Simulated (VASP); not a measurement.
# Si8N in VASP: notebook

The runs below take Si8N through single point, with PBE.

All numbers are computed with VASP 6.6.1; they aren't measurements. Logs are shortened: lines on timing, memory, paths and dates and some standing lists are left out, and cuts for length are marked.

### 1 The cell of the first run

The cell holds a slab with vacuum, 9 atoms: a = 3.851 Å, b = 6.365 Å, c = 19.753 Å, α = 90.00°, β = 90.00°, γ = 90.00°.

### 2 Single point, PBE, collinear spin, ferromagnetic start

INCAR reads:

```
ALGO     = Normal         # electronic algorithm
DIPOL    = 0.5 0.5 0.329
EDIFF    = 1E-6           # SCF threshold, eV
ENCUT    = 520            # plane-wave cutoff, eV
GGA      = PE             # functional
GGA_COMPAT= F            
IDIPOL   = 3            
ISIF     = 2              # what is computed and relaxed
ISMEAR   = 0              # smearing method
ISPIN    = 2              # spin polarisation
LASPH    = T              # aspherical terms in the spheres
LCHARG   = F              # write CHGCAR
LDIPOL   = T            
LORBIT   = 11             # projections on sites
LREAL    = F              # projectors in reciprocal space
LWAVE    = F              # write WAVECAR
MAGMOM   = 0 0 0 0 0 0 0 0 3 # initial moments
NBANDS   = 32             # bands
NELM     = 200            # most SCF steps
NELMDL   = -8           
PREC     = Accurate       # precision mode
SIGMA    = 0.05           # smearing width, eV
```

KPOINTS reads:

```
k-points
0
Gamma
  7 4 1
```

POSCAR reads:

```
Si8N
1.0
    3.8510822285      0.0000000000      0.0000000000
    0.0000000000      6.3646810443      0.0000000000
    0.0000000000      0.0000000000     19.7525435318
Si N
8 1
Direct
    0.0000000000      0.9370679282      0.2025055656
    0.0000000000      0.5629320718      0.2025055656
    0.5000000000      0.4370679282      0.2587875163
    0.5000000000      0.0629320718      0.2587875163
    0.5000000000      0.9333044702      0.3720589482
    0.5000000000      0.5666955298      0.3720589482
    0.0000000000      0.4259907587      0.4177964989
    0.0000000000      0.0740092413      0.4177964989
    0.5000000000      0.5926574254      0.4588859844
```

Potentials or basis: VASP PAW PBE potentials, release 64 (Si, N).

Run with:

```
> cat potpaw_PBE.64/Si/POTCAR potpaw_PBE.64/N/POTCAR > POTCAR
> mpirun -np 1 vasp_std > vasp.out
```

OUTCAR:

```text
EDIFF = 1E-6
   ENCUT = 520
   GGA = PE
   ISIF = 2
   ISMEAR = 0
   ISPIN = 2
   LASPH = T
   LORBIT = 11
   LREAL = F
   NELM = 200
   NELMDL = -8
   PREC = Accurate

 ion  position               nearest neighbor table
   1  0.000  0.937  0.203-   4 2.36   4 2.36   2 2.38
   2  0.000  0.563  0.203-   3 2.36   3 2.36   1 2.38
   3  0.500  0.437  0.259-   2 2.36   2 2.36   4 2.38   6 2.38
   4  0.500  0.063  0.259-   1 2.36   1 2.36   3 2.38   5 2.38
   5  0.500  0.933  0.372-   8 2.31   8 2.31   6 2.33   4 2.38
   6  0.500  0.567  0.372-   9 1.72   7 2.31   7 2.31   5 2.33   3 2.38
   7  0.000  0.426  0.418-   8 2.24   6 2.31   6 2.31   9 2.34   9 2.34
   8  0.000  0.074  0.418-   7 2.24   5 2.31   5 2.31
   9  0.500  0.593  0.459-   6 1.72   7 2.34   7 2.34

  LATTYP: Found a simple orthorhombic cell.
 ALAT       =     3.8510822285
 B/A-ratio  =     1.6526993366
 C/A-ratio  =     5.1290890092

  Lattice vectors:

 A1 = (   3.8510822285,   0.0000000000,   0.0000000000)
 A2 = (   0.0000000000,   6.3646810443,   0.0000000000)
 A3 = (   0.0000000000,   0.0000000000,  19.7525435318)

Analysis of symmetry for initial positions (statically):
=====================================================================
 Subroutine PRICEL returns:
 Original cell was already a primitive cell.

 Routine SETGRP: Setting up the symmetry group for a
 simple orthorhombic supercell.

 Subroutine GETGRP returns: Found  2 space group operations
 (whereof  2 operations were pure point group operations)
 out of a pool of  8 trial point group operations.

The static configuration has the point symmetry C_1h.

Analysis of symmetry for dynamics (positions and initial velocities):
=====================================================================
 Subroutine PRICEL returns:
 Original cell was already a primitive cell.

 Routine SETGRP: Setting up the symmetry group for a
 simple orthorhombic supercell.

 Subroutine GETGRP returns: Found  2 space group operations
 (whereof  2 operations were pure point group operations)
 out of a pool of  8 trial point group operations.

The dynamic configuration has the point symmetry C_1h.

Analysis of structural, dynamic, and magnetic symmetry:
=====================================================================
 Subroutine PRICEL returns:
 Original cell was already a primitive cell.

 Routine SETGRP: Setting up the symmetry group for a
 simple orthorhombic supercell.

 Subroutine GETGRP returns: Found  2 space group operations
 (whereof  2 operations were pure point group operations)
 out of a pool of  8 trial point group operations.

The overall configuration has the point symmetry C_1h.

 Subroutine INISYM returns: Found  2 space group operations
 (whereof  2 operations are pure point group operations),
 and found     1 'primitive' translations

----------------------------------------------------------------------------------------

                                     Primitive cell

  volume of cell :     484.1528

  direct lattice vectors                    reciprocal lattice vectors
     3.851082229  0.000000000  0.000000000     0.259667268  0.000000000  0.000000000
     0.000000000  6.364681044  0.000000000     0.000000000  0.157117064  0.000000000
     0.000000000  0.000000000 19.752543532     0.000000000  0.000000000  0.050626391

  length of vectors
     3.851082229  6.364681044 19.752543532     0.259667268  0.157117064  0.050626391

  position of ions in fractional coordinates (direct lattice)
     0.000000000  0.937067928  0.202505566
     0.000000000  0.562932072  0.202505566
     0.500000000  0.437067928  0.258787516
     0.500000000  0.062932072  0.258787516
     0.500000000  0.933304470  0.372058948
     0.500000000  0.566695530  0.372058948
     0.000000000  0.425990759  0.417796499
     0.000000000  0.074009241  0.417796499
     0.500000000  0.592657425  0.458885984

  ion indices of the primitive-cell ions
   primitive index   ion index
                 1           1
                 2           2
                 3           3
                 4           4
                 5           5
                 6           6
                 7           7
                 8           8
                 9           9

----------------------------------------------------------------------------------------

 KPOINTS: k-points

[... 27 lines left out ...]
  0.428571  0.000000  0.000000      2.000000
  0.000000  0.250000  0.000000      2.000000
  0.142857  0.250000  0.000000      4.000000
  0.285714  0.250000  0.000000      4.000000
  0.428571  0.250000  0.000000      4.000000
  0.000000  0.500000  0.000000      1.000000
  0.142857  0.500000  0.000000      2.000000
  0.285714  0.500000  0.000000      2.000000
  0.428571  0.500000  0.000000      2.000000
   k-points           NKPTS =     12   k-points in BZ     NKDIM =     12   number of bands    NBANDS=     32
   number of dos      NEDOS =    301   number of ions     NIONS =      9
   total plane-waves  NPLWV = 216000
   dimension x,y,z NGX =    30 NGY =   48 NGZ =  150
   dimension x,y,z NGXF=    60 NGYF=   96 NGZF=  300
   ions per type =               8   1
   NGX,Y,Z   is equivalent  to a cutoff of  12.95, 12.54, 12.62 a.u.
   NGXF,Y,Z  is equivalent  to a cutoff of  25.90, 25.08, 25.25 a.u.
 SYSTEM =  unknown system
   PREC   = accura    normal or accurate (medium, high low for compatibility)
   ISTART =      0    job   : 0-new  1-cont  2-samecut
   ICHARG =      2    charge: 1-file 2-atom 10-const
   ISPIN  =      2    spin polarized calculation?
   LNONCOLLINEAR =      F non collinear calculations
   LSORBIT =      F    spin-orbit coupling
   LASPH  =      T    aspherical Exc in radial PAW
   ENCUT  =  520.0 eV  38.22 Ry    6.18 a.u.   7.16 11.83 36.73*2*pi/ulx,y,z
   NELM   =    200;   NELMIN=  2; NELMDL= -8     # of ELM steps
   EDIFF  = 0.1E-05   stopping-criterion for ELM
   LREAL  =      F    real-space projection
   EDIFFG = 0.1E-04   stopping-criterion for IOM
   NSW    =      0    number of steps for IOM
   IBRION =     -1    ionic relax: 0-MD 1-quasi-New 2-CG
   NFREE  =      0    steps in history (QN), initial steepest desc. (CG)
   ISIF   =      2    stress and relaxation
   ISYM   =      2    0-nonsym 1-usesym 2-fastsym
   POTIM  = 0.5000    time-step for ionic-motion
   TEBEG  =    0.0;   TEEND  =   0.0 temperature during run
   PSTRESS=    0.0 pullay stress
   NELECT =      37.0000    total number of electrons
   NUPDOWN=      -1.0000    fix difference up-down
   EMIN   =  10.00;   EMAX   =-10.00  energy-range for DOS
   EFERMI =   0.00;   METHOD = LEGACY
   ISMEAR =     0;   SIGMA  =   0.05  broadening in eV -4-tet -1-fermi 0-gaus
   EFERMI_NEDOS =   21; number of points for ismear=-14 and -15
   IALGO  =     38    algorithm
   IMIX   =      4    mixing-type and parameters
     AMIX     =   0.40;   BMIX     =  1.00
     AMIX_MAG =   1.60;   BMIX_MAG =  1.00
  volume/ion in A,a.u.               =      53.79       363.02
  Fermi-wavevector in a.u.,A,eV,Ry     =   0.694728  1.312845  6.566804  0.482647
  Thomas-Fermi vector in A             =   1.777302
   LORBIT       =     11    0 simple, 1 ext, 2 COOP (PROOUT), +10 PAW based schemes
   GGA     = PE    functional components
   LHFCALC =     F    Hartree Fock is set to
   AEXX    =    0.0000 exact exchange contribution
   IVDW    =     0    specifies the selected vdW correction
   LEPSILON=     F    determine dielectric tensor
   LRPA    =     F    only Hartree local field effects (RPA)
 spin polarized calculation
 Gauss-broadening in eV      SIGMA  =   0.05
  energy-cutoff  :      520.00
  volume of cell :      484.15
 maximum number of plane-waves:     13082
 NGX is ok and might be reduce to    30
   NGX = 15   NGY = 23   NGZ = 73

 dipolmoment           0.000000      0.000000     -0.234159 electrons x Angstroem

 number of electron      37.0000000 magnetization      -0.0002122

 number of electron      37.0000000 magnetization       0.0000895

 dipolmoment           0.000000      0.000000      0.108007 electrons x Angstroem

 Free energy of the ion-electron system (eV)
  ---------------------------------------------------
  ext. energy  EPLUGINS =         0.00000000
  ---------------------------------------------------
  free energy    TOTEN  =       -44.97673948 eV

  energy without entropy =      -44.97301994  energy(sigma->0) =      -44.97487971

 E-fermi :  -1.4241     XC(G=0):  -4.0209

 val. band max:       -1.5700963851   @ k =   0.4286   0.5000   0.0000
 cond. band min:      -1.3959171820   @ k =   0.1429   0.2500   0.0000
 fundamental gap:      0.1741792031
 Fermi energy:        -1.4240808397

 spin component 1

 k-point     1 :       0.0000    0.0000    0.0000
  band No.  band energies     occupation
      1     -16.6159      1.00000
      2     -12.5582      1.00000
      3     -11.4045      1.00000
      4     -10.3091      1.00000
      5      -9.1713      1.00000
      6      -8.8238      1.00000
[... 385 lines left out ...]
     29       3.3775      0.00000
     30       3.5301      0.00000
 Fermi energy:        -1.4240808397

 spin component 2

 k-point     1 :       0.0000    0.0000    0.0000
  band No.  band energies     occupation
      1     -16.6158      1.00000
      2     -12.5582      1.00000
      3     -11.4045      1.00000
      4     -10.3091      1.00000
      5      -9.1713      1.00000
      6      -8.8238      1.00000
[... 385 lines left out ...]
     29       3.3775      0.00000
     30       3.5302      0.00000
 [bands above 30 left out]

------------------------ aborting loop because EDIFF is reached ----------------------------------------

 vacuum level on the upper side and lower side of the slab       (xc-potential included)         0.392        -0.386

  FORCE on cell =-STRESS in cart. coord.  units (eV):
  Direction    XX          YY          ZZ          XY          YZ          ZX
  --------------------------------------------------------------------------------------
  -------------------------------------------------------------------------------------
  Total       -1.7262819     -0.2567099      1.3084920      0.0000000     -3.9634370      0.0000000
  in kB       -5.7126792     -0.8495145      4.3301127      0.0000000    -13.1159599      0.0000000
  external PRESSURE =      -0.7440270 kB  Pullay stress =       0.0000000 kB

 VOLUME and BASIS-vectors are now :
 -----------------------------------------------------------------------------
  energy-cutoff  :      520.00
  volume of cell :      484.15
      direct lattice vectors                 reciprocal lattice vectors
     3.851082229  0.000000000  0.000000000     0.259667268  0.000000000  0.000000000
     0.000000000  6.364681044  0.000000000     0.000000000  0.157117064  0.000000000
     0.000000000  0.000000000 19.752543532     0.000000000  0.000000000  0.050626391

 POSITION                                       TOTAL-FORCE (eV/Angst)
 -----------------------------------------------------------------------------------
      0.00000      5.96414      4.00000         0.000000     -0.542762      0.559934
      0.00000      3.58288      4.00000         0.000000      0.531265      0.491860
      1.92554      2.78180      5.11171         0.000000     -0.149195     -0.487456
      1.92554      0.40054      5.11171         0.000000      0.260888     -0.754632
      1.92554      5.94019      7.34911         0.000000      0.223013     -0.342545
      1.92554      3.60684      7.34911         0.000000      1.712892     -1.721945
      0.00000      2.71130      8.25254         0.000000      0.951019      2.016105
      0.00000      0.47105      8.25254         0.000000     -0.630430      0.186718
      1.92554      3.77208      9.06417         0.000000     -2.356690      0.051961
 -----------------------------------------------------------------------------------
    total drift:                                0.000000     -0.000146     -0.000275

  FREE ENERGIE OF THE ION-ELECTRON SYSTEM (eV)
  ---------------------------------------------------
  free  energy   TOTEN  =       -44.9767394799 eV

  energy  without entropy=      -44.9730199400  energy(sigma->0) =      -44.97487971

 vacuum level on the upper side and lower side of the slab         4.157         3.381

 total charge

# of ion       s       p       d       tot
------------------------------------------
    1        0.799   0.826   0.000   1.625
    2        0.798   0.831   0.000   1.629
    3        0.766   0.886   0.000   1.652
    4        0.771   0.881   0.000   1.652
    5        0.773   0.910   0.000   1.683
    6        0.754   0.946   0.000   1.700
    7        0.794   0.818   0.000   1.612
    8        0.794   0.882   0.000   1.676
    9        1.334   2.209   0.000   3.543
--------------------------------------------------
tot          7.582   9.191   0.000  16.773

 magnetization (x)

# of ion       s       p       d       tot
------------------------------------------
    1       -0.000  -0.000   0.000  -0.000
    2        0.000   0.000   0.000   0.000
    3       -0.000   0.000   0.000   0.000
    4        0.000   0.000   0.000   0.000
    5       -0.000  -0.000   0.000  -0.000
    6        0.000   0.000   0.000   0.000
    7        0.000  -0.000   0.000  -0.000
    8        0.000   0.000   0.000   0.000
    9        0.000   0.000   0.000   0.000
--------------------------------------------------
tot          0.000   0.000   0.000   0.000
```

Wall time 28 min (1 thread of Oxide Virtual Turin-like, shared host); peak memory 0.78 GiB.

What came out:

| Item | Value |
| --- | --- |
| Free energy | -44.9767 eV |
| Largest force | 2.429 eV/Å |
| Net moment | 0.00 μB per cell |
| Valence electrons inside the program's atomic spheres | Si 1.62, 1.63, 1.65, 1.68, 1.70, 1.61 (each value once); N 3.54 |

Forces in eV/Å, atoms in the order of the input:
```
Si   0.000 -0.543  0.560
Si   0.000  0.531  0.492
Si   0.000 -0.149 -0.487
Si   0.000  0.261 -0.755
Si   0.000  0.223 -0.343
Si   0.000  1.713 -1.722
Si   0.000  0.951  2.016
Si   0.000 -0.630  0.187
N    0.000 -2.357  0.052
```

Levels at points of the mesh, in eV from the Fermi level:
Spin up:
| k point | band 15 | band 16 | band 17 | band 18 | band 19 | band 20 | band 21 | band 22 |
| --- | --- | --- | --- | --- | --- | --- | --- | --- |
| (0.00, 0.00, 0.00) | -1.50 | -0.94 | -0.72 | -0.37 | 0.11 | 0.96 | 1.07 | 1.53 |
| (0.00, 0.50, 0.00) | -1.33 | -1.10 | -0.90 | -0.75 | -0.37 | 0.80 | 0.91 | 1.51 |
Spin down:
```
           k point  band 16  band 17  band 18  band 19  band 20  band 21
(0.00, 0.00, 0.00)    -0.94    -0.72    -0.37     0.11     0.96     1.07
(0.00, 0.50, 0.00)    -1.10    -0.90    -0.75    -0.37     0.80     0.91
```

### 3 Single point, PBE, collinear spin, ferromagnetic start

INCAR reads:

```
SYSTEM = Si8N
PREC = Accurate
ENCUT = 520
EDIFF = 1E-6
ISMEAR = 0
SIGMA = 0.05
LREAL = .FALSE.
LASPH = .TRUE.
NELM = 200
ALGO = Normal
ISIF = 2
LWAVE = .FALSE.
LCHARG = .FALSE.
ISPIN = 2
MAGMOM = 0 0 0 0 0 0 0 0 3
LORBIT = 11
LDIPOL = .TRUE.
IDIPOL = 3
DIPOL = 0.5 0.5 0.329
GGA = PE
NBANDS = 32
GGA_COMPAT = .FALSE.
NELMDL = -8
```

KPOINTS reads:

```
regular mesh
0
G
  7 4 1
  0 0 0
```

POSCAR, as its differences from that of step 2:

```diff
@@ -16,2 +16,2 @@
     0.0000000000      0.0740092413      0.4177964989
-    0.5000000000      0.5926574254      0.4588859844
+    0.3333333333      1.2593240921      0.4574789380
```

Potentials or basis: VASP PAW PBE potentials, release 64 (Si, N).

Run with:

```
> cat potpaw_PBE.64/Si/POTCAR potpaw_PBE.64/N/POTCAR > POTCAR
> mpirun -np 1 vasp_std > vasp.out
```

It took 28 min on 1 thread of Oxide Virtual Turin-like, shared host; peak memory 0.81 GiB.

It converged, with:

```
Free energy                                           : -45.5471 eV
Largest force                                         : 3.303 eV/Å
Net moment                                            : 0.69 μB per cell
Site moments                                          : Si +0.01, +0.00, +0.02, +0.03 (each value once); N +0.21 μB
Valence electrons inside the program's atomic spheres : Si 1.63, 1.65, 1.69, 1.67, 1.66 (each value once); N 3.56
```

Forces on the atoms (eV/Å):
```
Si  -0.001 -0.762  0.588
Si  -0.009  0.779  0.603
Si   0.107  0.063 -0.596
Si   0.106 -0.069 -0.632
Si  -0.262 -0.492 -0.461
Si  -0.242  0.545 -0.539
Si   1.663  0.730  0.424
Si   1.924 -0.473  0.595
N   -3.287 -0.323  0.019
```

Levels at points of the mesh, in eV from the Fermi level:
Spin up:
```csv
k point,band 16,band 17,band 18,band 19,band 20,band 21,band 22,band 23
"(0.00, 0.00, 0.00)",-0.85,-0.58,-0.13,0.23,0.64,0.81,1.82,2.20
"(0.00, 0.50, 0.00)",-1.30,-1.00,-0.49,-0.16,0.38,1.35,1.41,1.69
```
Spin down:
```
           k point  band 15  band 16  band 17  band 18  band 19  band 20  band 21  band 22
(0.00, 0.00, 0.00)    -1.41    -0.79    -0.39    -0.10     0.43     0.76     0.87     1.87
(0.00, 0.50, 0.00)    -1.46    -1.26    -0.96    -0.43     0.02     0.65     1.42     1.47
```

Caveat: a moment this small can come from the mesh or the smearing.
